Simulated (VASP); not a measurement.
# Zr (P6/mmm) in VASP: a series of runs

The runs below take Zr through single point, relaxation of cell and atoms, with PBEsol.

Program: VASP 6.6.1. These are calculated values, not measurements. Logs are shortened: lines on timing, memory, paths and dates and some standing lists are left out, and cuts for length are marked.

## Step 1: The cell of the first run

It takes space group P6/mmm (No. 191, hexagonal). Conventional cell: a = 4.762 Å, b = 4.762 Å, c = 2.971 Å, α = 90.00°, β = 90.00°, γ = 120.00°. Within 3.6 Å of Zr (site symmetry -6m2) lie 11 Zr at 2.75 to 3.12 Å. Within 3.9 Å of Zr (site symmetry 6/mmm) lie 14 Zr at 2.97 to 3.12 Å.

## Step 2: Single point, PBEsol

Contents of INCAR:

```
  PREC = Accurate
  ENCUT = 520
  EDIFF = 1E-6
  ISMEAR = -1
  SIGMA = 0.1
  LREAL = F
  LASPH = T
  NELM = 100
  ALGO = Fast
  ISIF = 2
  LWAVE = F
  LCHARG = T
  GGA = PS
  LELF = T
  LVHAR = T
  NBANDS = 25
```

Contents of KPOINTS:

```
Automatic mesh
0
Gamma
  12 12 14
```

Contents of POSCAR:

```
Zr
1.0
    4.7618079188      0.0000000000      0.0000000000
   -2.3809039594      4.1238466256      0.0000000000
    0.0000000000      0.0000000000      2.9711685753
Zr
3
Direct
    0.6666666667      0.3333333333      0.5000000000
    0.3333333333      0.6666666667      0.5000000000
    0.0000000000      0.0000000000      0.0000000000
```

Potentials or basis: VASP PAW PBE potentials, release 64 (Zr_sv).

On the command line:

```bash
$ cat potpaw_PBE.64/Zr_sv/POTCAR > POTCAR
$ mpirun -np 1 vasp_std > vasp.out
```

OUTCAR:

```text
PREC = Accurate
   ENCUT = 520
   EDIFF = 1E-6
   ISMEAR = -1
   LREAL = F
   LASPH = T
   NELM = 100
   ISIF = 2
   GGA = PS

 ion  position               nearest neighbor table
   1  0.667  0.333  0.500-   2 2.75   2 2.75   2 2.75   3 3.12   3 3.12   3 3.12   3 3.12   3 3.12
                             3 3.12
   2  0.333  0.667  0.500-   1 2.75   1 2.75   1 2.75   3 3.12   3 3.12   3 3.12   3 3.12   3 3.12
                             3 3.12
   3  0.000  0.000  0.000-   1 3.12   2 3.12   1 3.12   2 3.12   2 3.12   2 3.12   1 3.12   1 3.12
                             1 3.12   1 3.12   2 3.12   2 3.12

  LATTYP: Found a hexagonal cell.
 ALAT       =     4.7618079188
 C/A-ratio  =     0.6239580903

  Lattice vectors:

 A1 = (   4.7618079188,   0.0000000000,   0.0000000000)
 A2 = (  -2.3809039594,   4.1238466256,   0.0000000000)
 A3 = (   0.0000000000,   0.0000000000,   2.9711685753)

Analysis of symmetry for initial positions (statically):
=====================================================================
 Subroutine PRICEL returns:
 Original cell was already a primitive cell.

 Routine SETGRP: Setting up the symmetry group for a
 hexagonal supercell.

 Subroutine GETGRP returns: Found 24 space group operations
 (whereof 24 operations were pure point group operations)
 out of a pool of 24 trial point group operations.

The static configuration has the point symmetry D_6h.

Analysis of symmetry for dynamics (positions and initial velocities):
=====================================================================
 Subroutine PRICEL returns:
 Original cell was already a primitive cell.

 Routine SETGRP: Setting up the symmetry group for a
 hexagonal supercell.

 Subroutine GETGRP returns: Found 24 space group operations
 (whereof 24 operations were pure point group operations)
 out of a pool of 24 trial point group operations.

The dynamic configuration has the point symmetry D_6h.

 Subroutine INISYM returns: Found 24 space group operations
 (whereof 24 operations are pure point group operations),
 and found     1 'primitive' translations

----------------------------------------------------------------------------------------

                                     Primitive cell

  volume of cell :      58.3447

  direct lattice vectors                    reciprocal lattice vectors
     4.761807919  0.000000000  0.000000000     0.210004271  0.121246022  0.000000000
    -2.380903959  4.123846626  0.000000000     0.000000000  0.242492045  0.000000000
     0.000000000  0.000000000  2.971168575     0.000000000  0.000000000  0.336567911
[... 87 lines left out ...]
   LREAL  =      F    real-space projection
   EDIFFG = 0.1E-04   stopping-criterion for IOM
   NSW    =      0    number of steps for IOM
   IBRION =     -1    ionic relax: 0-MD 1-quasi-New 2-CG
   NFREE  =      0    steps in history (QN), initial steepest desc. (CG)
   ISIF   =      2    stress and relaxation
   ISYM   =      2    0-nonsym 1-usesym 2-fastsym
   POTIM  = 0.5000    time-step for ionic-motion
   TEBEG  =    0.0;   TEEND  =   0.0 temperature during run
   PSTRESS=    0.0 pullay stress
   NELECT =      36.0000    total number of electrons
   NUPDOWN=      -1.0000    fix difference up-down
   EMIN   =  10.00;   EMAX   =-10.00  energy-range for DOS
   EFERMI =   0.00;   METHOD = LEGACY
   ISMEAR =    -1;   SIGMA  =   0.10  broadening in eV -4-tet -1-fermi 0-gaus
   EFERMI_NEDOS =   21; number of points for ismear=-14 and -15
   IALGO  =     68    algorithm
   IMIX   =      4    mixing-type and parameters
     AMIX     =   0.40;   BMIX     =  1.00
     AMIX_MAG =   1.60;   BMIX_MAG =  1.00
  volume/ion in A,a.u.               =      19.45       131.24
  Fermi-wavevector in a.u.,A,eV,Ry     =   1.393719  2.633746 26.428659  1.942452
  Thomas-Fermi vector in A             =   2.517338
   LORBIT       =      0    0 simple, 1 ext, 2 COOP (PROOUT), +10 PAW based schemes
   GGA     = PS    functional components
   LHFCALC =     F    Hartree Fock is set to
   AEXX    =    0.0000 exact exchange contribution
   IVDW    =     0    specifies the selected vdW correction
   LEPSILON=     F    determine dielectric tensor
   LRPA    =     F    only Hartree local field effects (RPA)
 non-spin polarized calculation
 RMM-DIIS sequential band-by-band and
  energy-cutoff  :      520.00
  volume of cell :       58.34
 maximum number of plane-waves:      1607
 NGX is ok and might be reduce to    36
   NGX = 17   NGY = 17   NGZ = 11

 number of electron      36.0000000 magnetization

 Free energy of the ion-electron system (eV)
  ---------------------------------------------------
  ext. energy  EPLUGINS =         0.00000000
  ---------------------------------------------------
  free energy    TOTEN  =       -26.90753743 eV

  energy without entropy =      -26.81814008  energy(sigma->0) =      -26.86283875

 E-fermi :  10.8107     XC(G=0): -12.0507

 val. band max:       10.8084956022   @ k =   0.3333   0.1667   0.2857
 cond. band min:      10.8143248531   @ k =   0.3333   0.3333   0.2143
 fundamental gap:      0.0058292508
 Fermi energy:        10.8106635635

 k-point     1 :       0.0000    0.0000    0.0000
  band No.  band energies     occupation
      1     -37.5598      2.00000
      2     -37.2767      2.00000
      3     -37.0007      2.00000
      4     -16.0585      2.00000
      5     -16.0585      2.00000
      6     -15.8337      2.00000
[... 661 lines left out ...]
     24      14.0084      0.00000
     25      14.9097      0.00000

 [... further k-points ...]

------------------------ aborting loop because EDIFF is reached ----------------------------------------

  FORCE on cell =-STRESS in cart. coord.  units (eV):
  Direction    XX          YY          ZZ          XY          YZ          ZX
  --------------------------------------------------------------------------------------
  -------------------------------------------------------------------------------------
  Total        6.2470334      6.2470334      6.2287099      0.0000000      0.0000000      0.0000000
  in kB      171.5468481    171.5468481    171.0436740      0.0000000      0.0000000      0.0000000
  external PRESSURE =     171.3791234 kB  Pullay stress =       0.0000000 kB

 VOLUME and BASIS-vectors are now :
 -----------------------------------------------------------------------------
  energy-cutoff  :      520.00
  volume of cell :       58.34
      direct lattice vectors                 reciprocal lattice vectors
     4.761807919  0.000000000  0.000000000     0.210004271  0.121246022  0.000000000
    -2.380903959  4.123846626  0.000000000     0.000000000  0.242492045  0.000000000
     0.000000000  0.000000000  2.971168575     0.000000000  0.000000000  0.336567911

 POSITION                                       TOTAL-FORCE (eV/Angst)
 -----------------------------------------------------------------------------------
      2.38090      1.37462      1.48558         0.000000      0.000000      0.000000
     -0.00000      2.74923      1.48558        -0.000000      0.000000     -0.000000
      0.00000      0.00000      0.00000        -0.000000      0.000000      0.000000
 -----------------------------------------------------------------------------------
    total drift:                                0.000000     -0.000000     -0.000000

  FREE ENERGIE OF THE ION-ELECTRON SYSTEM (eV)
  ---------------------------------------------------
  free  energy   TOTEN  =       -26.9075374274 eV

  energy  without entropy=      -26.8181400765  energy(sigma->0) =      -26.86283875
```

Wall time 2.9 min (1 thread of Intel Xeon 6975P-C (Granite Rapids), shared host); peak memory 0.29 GiB.

What came out:

| Property | Result |
| --- | --- |
| Free energy | -26.9075 eV |
| Pressure | 17.1 GPa |
| Band gap on the k mesh | zero (band 18 reaches 11.32 eV, above the bottom of band 19 at 10.47 eV) |

Levels at points of the mesh, in eV from the Fermi level:
| k point | band 14 | band 15 | band 16 | band 17 | band 18 | band 19 | band 20 | band 21 | band 22 | band 23 |
| --- | --- | --- | --- | --- | --- | --- | --- | --- | --- | --- |
| (0.00, 0.00, 0.00) | -2.94 | -0.36 | -0.36 | -0.30 | -0.30 | -0.15 | 0.94 | 1.88 | 1.88 | 2.59 |
| (0.50, 0.00, 0.00) | -3.12 | -2.98 | -0.84 | -0.84 | -0.59 | -0.08 | 0.86 | 1.21 | 2.51 | 2.82 |
| (0.00, 0.00, 0.50) | -3.18 | -2.29 | -2.29 | -1.89 | -1.03 | 1.36 | 1.36 | 2.10 | 2.10 | 5.18 |
| (0.50, 0.00, 0.50) | -2.56 | -2.41 | -1.91 | -0.93 | -0.37 | 0.19 | 1.10 | 1.88 | 2.03 | 3.45 |

Caveat: the PAW data sets were made with another functional, which shifts forces and pressure a little.

## Step 3: Relaxation of cell and atoms, PBEsol, target pressure 17 GPa, at which the enthalpy is minimised

Contents of INCAR:

```
PREC = Accurate
ENCUT = 600
EDIFF = 1E-7
ISMEAR = -1
SIGMA = 0.1
LREAL = F
LASPH = T
NELM = 100
ALGO = Fast
ISIF = 3
LWAVE = F
LCHARG = F
GGA = PS
IBRION = 2
NSW = 80
EDIFFG = -0.002
PSTRESS = 170.0
```

KPOINTS is that of step 2.

Contents of POSCAR:

```
Zr
1.0
    4.7543464356      0.0000000000      0.0000000000
   -2.3771732178      4.1173847917      0.0000000000
    0.0000000000      0.0000000000      2.9803121056
Zr
3
Direct
    0.6666666667      0.3333333333      0.5000000000
    0.3333333333      0.6666666667      0.5000000000
    0.0000000000      0.0000000000      0.0000000000
```

Potentials or basis: VASP PAW PBE potentials, release 64 (Zr_sv).

On the command line:

```bash
$ cat potpaw_PBE.64/Zr_sv/POTCAR > POTCAR
$ mpirun -np 1 vasp_std > vasp.out
```

It took 13 min on 1 thread of Intel Xeon 6975P-C (Granite Rapids), shared host; peak memory 0.33 GiB.

It converged, with:

| Item | Value |
| --- | --- |
| Free energy | -26.9141 eV |
| Relaxed volume | 19.47 Å³/atom |
| Relaxed cell | a = 4.764 Å, b = 4.764 Å, c = 2.972 Å, α = 90.00°, β = 90.00°, γ = 120.00° |
| Space group after relaxing (to 0.05 Å) | P6/mmm (No. 191) |
| Energy change on relaxing (the enthalpy is what falls) | -2.2 meV/atom |
| Ionic steps | 5 |
| Pressure after relaxing | 17.0 GPa |
| Band gap on the k mesh | zero (band 18 reaches 11.31 eV, above the bottom of band 19 at 10.46 eV) |

The path:
| step | energy change (eV) | largest force (eV/Å) | pressure (GPa) | volume (Å³) |
| --- | --- | --- | --- | --- |
| 1 | 0.0000 | 0.0000 | 17.17 | 58.34 |
| 2 | -0.0188 | 0.0000 | 16.69 | 58.51 |
| 3 | -0.0139 | 0.0000 | 16.81 | 58.47 |
| 4 | 0.0024 | 0.0000 | 17.22 | 58.31 |
| 5 | -0.0066 | 0.0000 | 17.00 | 58.40 |

Final structure:
```xyz
3
Lattice="4.7636 0.0000 0.0000 -2.3818 4.1254 0.0000 0.0000 0.0000 2.9716" Properties=species:S:1:pos:R:3 pbc="T T T"
Zr    2.3818    1.3751    1.4858
Zr    0.0000    2.7503    1.4858
Zr    0.0000    0.0000    0.0000
```

Levels at points of the mesh, in eV from the Fermi level:
| k point | band 14 | band 15 | band 16 | band 17 | band 18 | band 19 | band 20 | band 21 | band 22 |
| --- | --- | --- | --- | --- | --- | --- | --- | --- | --- |
| (0.00, 0.00, 0.00) | -2.93 | -0.36 | -0.36 | -0.30 | -0.30 | -0.15 | 0.93 | 1.87 | 1.87 |
| (0.50, 0.00, 0.00) | -3.12 | -2.98 | -0.84 | -0.84 | -0.59 | -0.08 | 0.86 | 1.22 | 2.50 |
| (0.00, 0.00, 0.50) | -3.18 | -2.28 | -2.28 | -1.89 | -1.03 | 1.36 | 1.36 | 2.10 | 2.10 |
| (0.50, 0.00, 0.50) | -2.56 | -2.41 | -1.90 | -0.93 | -0.37 | 0.19 | 1.10 | 1.88 | 2.03 |

Caveat: the cell is relaxed towards a set pressure, so the enthalpy falls and the energy may rise; the PAW data sets were made with another functional, which shifts forces and pressure a little.
